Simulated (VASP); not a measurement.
# MnS (Fm-3m) in VASP: a series of runs, part 2 of 2

VASP 6.6.1.

### 3 Single point, PBE, collinear spin, ferromagnetic start (18.36 Å³/atom)

This run uses another cell than the first one, of 18.36 Å³/atom.

Contents of INCAR:

```
ALGO     = Normal         # electronic algorithm
EDIFF    = 1E-6           # SCF threshold, eV
ENCUT    = 520            # plane-wave cutoff, eV
GGA      = PE             # functional
ISIF     = 2              # what is computed and relaxed
ISMEAR   = -1             # smearing method
ISPIN    = 2              # spin polarisation
LASPH    = T              # aspherical terms in the spheres
LCHARG   = F              # write CHGCAR
LMAXMIX  = 4              # l up to which the mixer works
LORBIT   = 11             # projections on sites
LREAL    = F              # projectors in reciprocal space
LWAVE    = F              # write WAVECAR
MAGMOM   = 4 0            # initial moments
NBANDS   = 20             # bands
NELM     = 150            # most SCF steps
PREC     = Accurate       # precision mode
SIGMA    = 0.03           # smearing width, eV
```

Contents of KPOINTS:

```
k-points
0
Gamma
  14 14 14
```

Contents of POSCAR:

```
MnS
1.0
    0.0000000000      2.6381155436      2.6381155436
    2.6381155436      0.0000000000      2.6381155436
    2.6381155436      2.6381155436      0.0000000000
Mn S
1 1
Direct
    0.0000000000      0.0000000000      0.0000000000
    0.5000000000      0.5000000000      0.5000000000
```

Potentials or basis: VASP PAW PBE potentials, release 64 (Mn_pv, S).

Started as:

```sh
$ cat potpaw_PBE.64/Mn_pv/POTCAR potpaw_PBE.64/S/POTCAR > POTCAR
$ mpirun -np 1 vasp_std > vasp.out
```

OUTCAR:

```text
EDIFF = 1E-6
   ENCUT = 520
   GGA = PE
   ISIF = 2
   ISMEAR = -1
   ISPIN = 2
   LASPH = T
   LORBIT = 11
   LREAL = F
   NELM = 150
   PREC = Accurate

 ion  position               nearest neighbor table
   1  0.000  0.000  0.000-   2 2.64   2 2.64   2 2.64   2 2.64   2 2.64   2 2.64
   2  0.500  0.500  0.500-   1 2.64   1 2.64   1 2.64   1 2.64   1 2.64   1 2.64

  LATTYP: Found a face centered cubic cell.
 ALAT       =     5.2762310872

  Lattice vectors:

 A1 = (   0.0000000000,   2.6381155436,   2.6381155436)
 A2 = (   2.6381155436,   0.0000000000,   2.6381155436)
 A3 = (   2.6381155436,   2.6381155436,   0.0000000000)

Analysis of symmetry for initial positions (statically):
=====================================================================
 Subroutine PRICEL returns:
 Original cell was already a primitive cell.

 Routine SETGRP: Setting up the symmetry group for a
 face centered cubic supercell.

 Subroutine GETGRP returns: Found 48 space group operations
 (whereof 48 operations were pure point group operations)
[... 749 lines left out ...]
      6       4.6219      1.00000
[... 541 lines left out ...]
     19      20.0935      0.00000
     20      22.6173      0.00000

 [... further k-points ...]

------------------------ aborting loop because EDIFF is reached ----------------------------------------

  FORCE on cell =-STRESS in cart. coord.  units (eV):
  Direction    XX          YY          ZZ          XY          YZ          ZX
  --------------------------------------------------------------------------------------
  -------------------------------------------------------------------------------------
  Total       -1.0661110     -1.0661110     -1.0661110      0.0000000      0.0000000      0.0000000
  in kB      -46.5159164    -46.5159164    -46.5159164      0.0000000      0.0000000      0.0000000
  external PRESSURE =     -46.5159164 kB  Pullay stress =       0.0000000 kB

 VOLUME and BASIS-vectors are now :
 -----------------------------------------------------------------------------
  energy-cutoff  :      520.00
  volume of cell :       36.72
      direct lattice vectors                 reciprocal lattice vectors
     0.000000000  2.638115544  2.638115544    -0.189529227  0.189529227  0.189529227
     2.638115544  0.000000000  2.638115544     0.189529227 -0.189529227  0.189529227
     2.638115544  2.638115544  0.000000000     0.189529227  0.189529227 -0.189529227

 POSITION                                       TOTAL-FORCE (eV/Angst)
 -----------------------------------------------------------------------------------
      0.00000      0.00000      0.00000        -0.000000      0.000000      0.000000
      2.63812      2.63812      2.63812         0.000000     -0.000000     -0.000000
 -----------------------------------------------------------------------------------
    total drift:                               -0.000000      0.000000      0.000000

  FREE ENERGIE OF THE ION-ELECTRON SYSTEM (eV)
  ---------------------------------------------------
  free  energy   TOTEN  =       -14.0311615465 eV

  energy  without entropy=      -14.0278246374  energy(sigma->0) =      -14.02949309

 total charge

# of ion       s       p       d       tot
------------------------------------------
    1        0.209   6.151   4.912  11.272
    2        1.327   2.393   0.000   3.720
--------------------------------------------------
tot          1.536   8.544   4.912  14.992

 magnetization (x)

# of ion       s       p       d       tot
------------------------------------------
    1        0.051   0.037   4.234   4.322
    2        0.026   0.088   0.000   0.114
--------------------------------------------------
tot          0.077   0.125   4.234   4.436
```

OSZICAR:

```text
N       E                     dE             d eps       ncg     rms          rms(c)
DAV:   1     0.153246093066E+03    0.15325E+03   -0.10178E+04  8368   0.973E+02
DAV:   2    -0.723516773644E+01   -0.16048E+03   -0.15097E+03  8780   0.281E+02
DAV:   3    -0.150710360650E+02   -0.78359E+01   -0.77431E+01  9680   0.675E+01
DAV:   4    -0.151665606355E+02   -0.95525E-01   -0.95458E-01  9376   0.761E+00
DAV:   5    -0.151680035214E+02   -0.14429E-02   -0.14428E-02  9412   0.983E-01    0.111E+01
DAV:   6    -0.140817039819E+02    0.10863E+01   -0.55829E+00  9312   0.269E+01    0.109E+01
DAV:   7    -0.140331427848E+02    0.48561E-01   -0.68934E-01  9104   0.104E+01    0.608E+00
DAV:   8    -0.140355309922E+02   -0.23882E-02   -0.36039E-02  9300   0.153E+00    0.324E+00
DAV:   9    -0.140302301789E+02    0.53008E-02   -0.15830E-02  8872   0.122E+00    0.378E-01
DAV:  10    -0.140310754368E+02   -0.84526E-03   -0.29216E-03  8884   0.404E-01    0.163E-01
DAV:  11    -0.140310653718E+02    0.10065E-04   -0.41068E-04  9196   0.146E-01    0.130E-01
DAV:  12    -0.140311278050E+02   -0.62433E-04   -0.73996E-05  9220   0.804E-02    0.921E-02
DAV:  13    -0.140311490980E+02   -0.21293E-04   -0.96174E-06  8868   0.263E-02    0.529E-02
DAV:  14    -0.140311604543E+02   -0.11356E-04   -0.12566E-05  8844   0.278E-02    0.928E-03
DAV:  15    -0.140311615923E+02   -0.11381E-05   -0.56342E-07  6680   0.760E-03    0.310E-03
DAV:  16    -0.140311615465E+02    0.45799E-07   -0.73066E-08  4508   0.208E-03
   1 F= -.14031162E+02 E0= -.14029493E+02  d E =-.333691E-02  mag=     4.8005
```

stdout:

```text
POSCAR found type information on POSCAR MnS
 POSCAR found :  2 types and       2 ions
 scaLAPACK will be used
 LDA part: xc-table for (Slater+PW92), standard interpolation
 POSCAR, INCAR and KPOINTS ok, starting setup
 FFT: planning ... GRIDC
 FFT: planning ... GRID_SOFT
 FFT: planning ... GRID
 WAVECAR not read
 entering main loop
```

It took 60 s on 1 thread of Intel Xeon 6975P-C (Granite Rapids), shared host; peak memory 0.25 GiB.

What came out:

```yaml
Free_energy: -14.0312 eV
Pressure: -4.7 GPa
Net_moment: 4.80 μB per cell
Site_moments: Mn +4.32; S +0.11 μB
Valence_electrons_inside_the_program's_atomic_spheres: Mn 11.27; S 3.72
```

Levels at points of the mesh, in eV from the Fermi level:
Spin up:
```
           k point  band 10  band 11  band 12  band 13  band 14  band 15
(0.00, 0.00, 0.00)    -1.81    -1.81    -1.81     1.45     8.53     8.53
(0.50, 0.00, 0.00)    -2.54     0.27     0.27     2.81     5.36     5.36
(0.50, 0.50, 0.00)    -2.78    -2.78    -2.34     0.77     5.43     9.83
```
Spin down:
```tsv
k point	band 3	band 4	band 5	band 6	band 7	band 8	band 9	band 10	band 11	band 12
(0.00, 0.00, 0.00)	-46.14	-14.01	-1.59	-1.59	-1.59	0.42	0.42	0.42	0.44	0.44
(0.50, 0.00, 0.00)	-46.14	-12.83	-6.09	-3.18	-3.18	1.30	1.30	1.48	3.08	3.08
(0.50, 0.50, 0.00)	-46.14	-12.67	-5.31	-3.03	-3.03	-0.62	0.84	1.53	1.53	1.61
```

Caveat: the cell stands under tension; a cell with one magnetic atom can't hold antiferromagnetic order, which such compounds often take; semilocal functionals often make such compounds metallic where correlation or magnetic order opens a gap, which also shifts bond lengths. With open d or f shells a metallic result of PBE can be an artefact of self-interaction; +U or a hybrid may open a gap.
